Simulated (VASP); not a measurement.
# Ta (I4/mmm) in VASP: further runs, part 2 of 3

VASP 6.6.1. Earlier steps stand in the parts before.

## (3) Single point, PBE (strain along c alone, the other axes held: -6.0 %)

INCAR

```
SYSTEM = Ta
  PREC = Accurate
  ENCUT = 520
  EDIFF = 1E-6
  ISMEAR = 0
  SIGMA = 0.1
  LREAL = .False.
  LASPH = .True.
  NELM = 100
  ALGO = Fast
  ISIF = 2
  LWAVE = .False.
  LCHARG = .False.
  GGA = PE
  NBANDS = 18
```

KPOINTS

```
Automatic mesh
0
Gamma
  16 16 16
  0 0 0
```

POSCAR

```
Ta
1.0
    3.3190623908      0.0000000000      0.0000000000
    0.0000000000      3.3190623908      0.0000000000
    0.0000000000      0.0000000000      3.1199186473
Ta
2
Direct
    0.0000000000      0.0000000000      0.0000000000
    0.5000000000      0.5000000000      0.5000000000
```

Potentials or basis: VASP PAW PBE potentials, release 64 (Ta_pv).

The run is started by

```sh
> cat potpaw_PBE.64/Ta_pv/POTCAR > POTCAR
> mpirun -np 1 vasp_std > vasp.out
```

OUTCAR:

```text
SYSTEM = Ta
   PREC = Accurate
   ENCUT = 520
   EDIFF = 1E-6
   ISMEAR = 0
   LREAL = .False.
   LASPH = .True.
   NELM = 100
   ISIF = 2
   GGA = PE

 ion  position               nearest neighbor table
   1  0.000  0.000  0.000-   2 2.82   2 2.82   2 2.82   2 2.82   2 2.82   2 2.82   2 2.82   2 2.82

   2  0.500  0.500  0.500-   1 2.82   1 2.82   1 2.82   1 2.82   1 2.82   1 2.82   1 2.82   1 2.82

  LATTYP: Found a simple tetragonal cell.
 ALAT       =     3.3190623908
 C/A-ratio  =     0.9400000000

  Lattice vectors:

 A1 = (   3.3190623908,   0.0000000000,   0.0000000000)
 A2 = (   0.0000000000,   3.3190623908,   0.0000000000)
 A3 = (   0.0000000000,   0.0000000000,   3.1199186473)

Analysis of symmetry for initial positions (statically):
=====================================================================
 Subroutine PRICEL returns following result:

  LATTYP: Found a body centered tetragonal cell.
 ALAT       =     3.3190623908
 C/A-ratio  =     0.9400000000

  Lattice vectors:

 A1 = (  -1.6595311954,  -1.6595311954,  -1.5599593237)
 A2 = (   1.6595311954,   1.6595311954,  -1.5599593237)
 A3 = (   1.6595311954,  -1.6595311954,   1.5599593237)

   2 primitive cells build up your supercell.

 Routine SETGRP: Setting up the symmetry group for a
 simple tetragonal supercell.

 Subroutine GETGRP returns: Found 16 space group operations
 (whereof 16 operations were pure point group operations)
 out of a pool of 16 trial point group operations.

The static configuration has the point symmetry D_4h.

Analysis of symmetry for dynamics (positions and initial velocities):
=====================================================================
 Subroutine PRICEL returns following result:

  LATTYP: Found a body centered tetragonal cell.
 ALAT       =     3.3190623908
 C/A-ratio  =     0.9400000000

  Lattice vectors:

 A1 = (  -1.6595311954,  -1.6595311954,  -1.5599593237)
[... 126 lines left out ...]
   EFERMI_NEDOS =   21; number of points for ismear=-14 and -15
   IALGO  =     68    algorithm
   IMIX   =      4    mixing-type and parameters
     AMIX     =   0.40;   BMIX     =  1.00
     AMIX_MAG =   1.60;   BMIX_MAG =  1.00
  volume/ion in A,a.u.               =      17.18       115.97
  Fermi-wavevector in a.u.,A,eV,Ry     =   1.410883  2.666182 27.083635  1.990591
  Thomas-Fermi vector in A             =   2.532791
   LORBIT       =      0    0 simple, 1 ext, 2 COOP (PROOUT), +10 PAW based schemes
   GGA     = PE    functional components
   LHFCALC =     F    Hartree Fock is set to
   AEXX    =    0.0000 exact exchange contribution
   IVDW    =     0    specifies the selected vdW correction
   LEPSILON=     F    determine dielectric tensor
   LRPA    =     F    only Hartree local field effects (RPA)
 non-spin polarized calculation
 RMM-DIIS sequential band-by-band and
 Gauss-broadening in eV      SIGMA  =   0.10
  energy-cutoff  :      520.00
  volume of cell :       34.37
 maximum number of plane-waves:       952
 NGX is ok and might be reduce to    28
   NGX = 13   NGY = 13   NGZ = 11

 number of electron      21.9999998 magnetization

 Free energy of the ion-electron system (eV)
  ---------------------------------------------------
  ext. energy  EPLUGINS =         0.00000000
  ---------------------------------------------------
  free energy    TOTEN  =       -23.50487095 eV

  energy without entropy =      -23.49094189  energy(sigma->0) =      -23.49790642

 E-fermi :   5.8866     XC(G=0): -12.8592

 val. band max:        5.8859140832   @ k =   0.5000   0.3750   0.1875
 cond. band min:       5.8886810476   @ k =   0.3750   0.1875   0.3750
 fundamental gap:      0.0027669644
 Fermi energy:         5.8866036015

 k-point     1 :       0.0000    0.0000    0.0000
  band No.  band energies     occupation
      1     -28.0035      2.00000
      2     -28.0035      2.00000
      3     -27.8274      2.00000
      4     -27.0096      2.00000
      5     -27.0096      2.00000
      6     -26.9940      2.00000
[... 481 lines left out ...]
      5     -27.3413      2.00000
      6     -27.3413      2.00000
[... 10 lines left out ...]
     17      10.8537      0.00000
     18      10.8537      0.00000

 [... further k-points ...]

------------------------ aborting loop because EDIFF is reached ----------------------------------------

  FORCE on cell =-STRESS in cart. coord.  units (eV):
  Direction    XX          YY          ZZ          XY          YZ          ZX
  --------------------------------------------------------------------------------------
  -------------------------------------------------------------------------------------
  Total        2.5450254      2.5450254      4.0228176      0.0000000      0.0000000      0.0000000
  in kB      118.6393085    118.6393085    187.5283008      0.0000000      0.0000000      0.0000000
  external PRESSURE =     141.6023059 kB  Pullay stress =       0.0000000 kB

 VOLUME and BASIS-vectors are now :
 -----------------------------------------------------------------------------
  energy-cutoff  :      520.00
  volume of cell :       34.37
      direct lattice vectors                 reciprocal lattice vectors
     3.319062391  0.000000000  0.000000000     0.301289907  0.000000000  0.000000000
     0.000000000  3.319062391  0.000000000     0.000000000  0.301289907  0.000000000
     0.000000000  0.000000000  3.119918647     0.000000000  0.000000000  0.320521178

 POSITION                                       TOTAL-FORCE (eV/Angst)
 -----------------------------------------------------------------------------------
      0.00000      0.00000      0.00000         0.000000      0.000000     -0.000000
      1.65953      1.65953      1.55996        -0.000000     -0.000000      0.000000
 -----------------------------------------------------------------------------------
    total drift:                                0.000000      0.000000      0.000000

  FREE ENERGIE OF THE ION-ELECTRON SYSTEM (eV)
  ---------------------------------------------------
  free  energy   TOTEN  =       -23.5048709472 eV

  energy  without entropy=      -23.4909418912  energy(sigma->0) =      -23.49790642
```

OSZICAR:

```text
N       E                     dE             d eps       ncg     rms          rms(c)
DAV:   1     0.172381135232E+03    0.17238E+03   -0.12532E+04 14588   0.127E+03
DAV:   2    -0.200726736511E+02   -0.19245E+03   -0.18891E+03 18128   0.361E+02
DAV:   3    -0.243263598083E+02   -0.42537E+01   -0.42005E+01 17084   0.508E+01
DAV:   4    -0.243545140250E+02   -0.28154E-01   -0.28112E-01 16138   0.438E+00
DAV:   5    -0.243547203820E+02   -0.20636E-03   -0.20635E-03 16074   0.353E-01    0.208E+01
RMM:   6    -0.237073952958E+02    0.64733E+00   -0.59105E-01 14868   0.592E+00    0.103E+01
RMM:   7    -0.235040965915E+02    0.20330E+00   -0.74107E-01 15969   0.620E+00    0.470E-01
RMM:   8    -0.235043201307E+02   -0.22354E-03   -0.35159E-02 17299   0.148E+00    0.530E-01
RMM:   9    -0.235051104714E+02   -0.79034E-03   -0.68165E-03 17896   0.558E-01    0.229E-01
RMM:  10    -0.235048727955E+02    0.23768E-03   -0.15971E-03 15995   0.312E-01    0.887E-02
RMM:  11    -0.235048645739E+02    0.82216E-05   -0.15316E-04 18392   0.117E-01    0.142E-02
RMM:  12    -0.235048698981E+02   -0.53242E-05   -0.37380E-05 18369   0.477E-02    0.139E-02
RMM:  13    -0.235048714172E+02   -0.15191E-05   -0.55266E-06 13744   0.168E-02    0.949E-03
RMM:  14    -0.235048709472E+02    0.46998E-06   -0.18998E-06 10244   0.931E-03
   1 F= -.23504871E+02 E0= -.23497906E+02  d E =-.139291E-01
```

Run time: 2.1 min. Hardware: 1 thread of Intel Xeon 6975P-C (Granite Rapids), shared host; peak memory 0.3 GiB.

What came out:

* Free energy: -23.5049 eV
* Pressure: 14.2 GPa
* Band gap on the k mesh: zero (band 11 reaches 7.87 eV, above the bottom of band 12 at 4.69 eV)

Stress tensor (GPa, compression positive):
```
11.86  0.00  0.00
 0.00 11.86  0.00
 0.00  0.00 18.75
```

Levels at points of the mesh, in eV from the Fermi level:
| k point | band 8 | band 9 | band 10 | band 11 | band 12 | band 13 | band 14 | band 15 |
| --- | --- | --- | --- | --- | --- | --- | --- | --- |
| (0.00, 0.00, 0.00) | -4.19 | -4.01 | 0.19 | 1.05 | 1.05 | 3.52 | 4.73 | 7.14 |
| (0.50, 0.00, 0.00) | -3.89 | -1.19 | -1.19 | 1.14 | 1.14 | 1.80 | 1.80 | 3.51 |
| (0.50, 0.50, 0.00) | -4.62 | -1.08 | -1.08 | 1.49 | 1.49 | 3.32 | 3.32 | 4.79 |
| (0.00, 0.00, 0.50) | -3.45 | -0.93 | -0.93 | 0.94 | 0.94 | 0.94 | 0.94 | 3.07 |
| (0.50, 0.00, 0.50) | -4.59 | -1.96 | -1.96 | 1.98 | 1.98 | 4.17 | 4.17 | 5.68 |
| (0.50, 0.50, 0.50) | -1.42 | -1.42 | -1.42 | -0.99 | -0.99 | 5.06 | 5.06 | 5.41 |

Caveat: the cell differs from its parent crystal (strain along c alone, the other axes held: -6.0 %); spin-orbit coupling is left out, which moves the levels of the heavy elements.

(Part 2 of 3 ends here.)
